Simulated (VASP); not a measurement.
PbSe, 2 atoms in the cell. The structure is tetragonal, space group I4/mmm (No. 139). The conventional cell has a = 4.544 Å, b = 4.544 Å, c = 6.125 Å, α = 90.00°, β = 90.00°, γ = 90.00°. Within 4.0 Å of Pb (site symmetry 4/mmm) lie 6 Se at 3.06 to 3.21 Å. Within 4.0 Å of Se (site symmetry 4/mmm) lie 6 Pb at 3.06 to 3.21 Å. 

* Program: VASP 6.6.1
* Task: single point
* Functional: PBE
* Dispersion: D3(BJ)
* Potentials or basis: VASP PAW PBE potentials, release 64 (Pb_d, Se)
* Cutoff: 520 eV
* k mesh: 10 × 10 × 10
* Occupations: gaussian, width 0.03 eV
* Spin: no spin polarisation
* Dipole correction: no
* Further INCAR settings: ALGO = Normal; EDIFF = 1e-06; NBANDS = 17

Potentials or basis: VASP PAW PBE potentials, release 64 (Pb_d, Se).

Run with:

```console
$ cat potpaw_PBE.64/Pb_d/POTCAR potpaw_PBE.64/Se/POTCAR > POTCAR
$ mpirun -np 1 vasp_std > vasp.out
```

Hardware: 1 thread of Intel Xeon 8259CL, on a shared host.

Task: Estimate the wall time of this run.

Result: Run time: 2.9 min on 1 thread of Intel Xeon 8259CL (shared host), peak memory 0.29 GiB. Counts: scf iterations 12, k points 102.
